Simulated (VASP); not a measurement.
Wanted: the native input for a VASP 6.6.1 run.

```yaml
Task: single point
Functional: PBE
Potentials_or_basis: VASP PAW PBE potentials, release 64 (Si, Zr_sv)
Cutoff: 520 eV
k_mesh: 2 × 2 × 2, shifted
Occupations: gaussian, width 0.1 eV
Spin: no spin polarisation
Dipole_correction: no
Further_INCAR_settings: LREAL = Auto; ALGO = Normal; EDIFF = 1e-07; NBANDS = 54; ISYM = 0
```

The structure of ZrSi7 lies in POSCAR:

```
ZrSi7
1.0
    6.6331879051      0.6864851851      0.4779925347
    0.7006506621      6.2397880347      0.7007930334
    0.4589635249      0.6905429542      6.6463449183
Si Zr
14 2
Direct
    0.6445158851      0.3718578763      0.8062779828
    0.8700230565      0.2717940297      1.1137571749
    0.9761864107      0.7057262679      0.3981515462
    0.9565664557      1.1137735043      0.6732094881
    0.1822491270      0.6421850094      0.7096098848
    0.4438070467      0.2574515975      0.4548466387
    0.3046713949      0.2516785454      0.8076980698
    0.7754730195      0.4414917659      0.4184726191
    0.5304499307      0.7482035156      0.8321097138
    0.8606441466      0.6538780600     -0.0097357695
    0.1622745364      0.1320626453      0.3332357845
    0.4036988826      0.6723668665      0.3720045488
    0.3171330257      0.4450763130      0.1261408297
    0.7094907685      0.9465188269      0.5482176147
    0.5801705712      0.0145987084      0.1163503849
    0.1487419200      0.8893110910      0.0264642430
```

One way to write it, as run:

INCAR

```
SYSTEM = ZrSi7
PREC = Accurate
ENCUT = 520
EDIFF = 1E-7
ISMEAR = 0
SIGMA = 0.1
LREAL = Auto
LASPH = .TRUE.
NELM = 80
ALGO = Normal
ISIF = 2
LWAVE = .FALSE.
LCHARG = .TRUE.
GGA = PE
LELF = .TRUE.
LVHAR = .TRUE.
ISYM = 0
NBANDS = 54
```

KPOINTS

```
Automatic mesh
0
Gamma
  2 2 2
  0.5 0.5 0.5
```

Potentials or basis: VASP PAW PBE potentials, release 64 (Si, Zr_sv).

The run is started by

```console
$ cat potpaw_PBE.64/Si/POTCAR potpaw_PBE.64/Zr_sv/POTCAR > POTCAR
$ mpirun -np 1 vasp_std > vasp.out
```

It gave:

```
Pressure               : 0.1 GPa
Largest force          : 0.033 eV/Å
Band gap on the k mesh : zero (bands 40 and 41 overlap by 0.27 eV)
```

Caveat: the k points lie up to 0.52 Å⁻¹ apart.

It took 98 s on 1 thread of Intel(R) Xeon(R) Platinum 8488C (Sapphire Rapids) (shared host), peak memory 0.33 GiB.
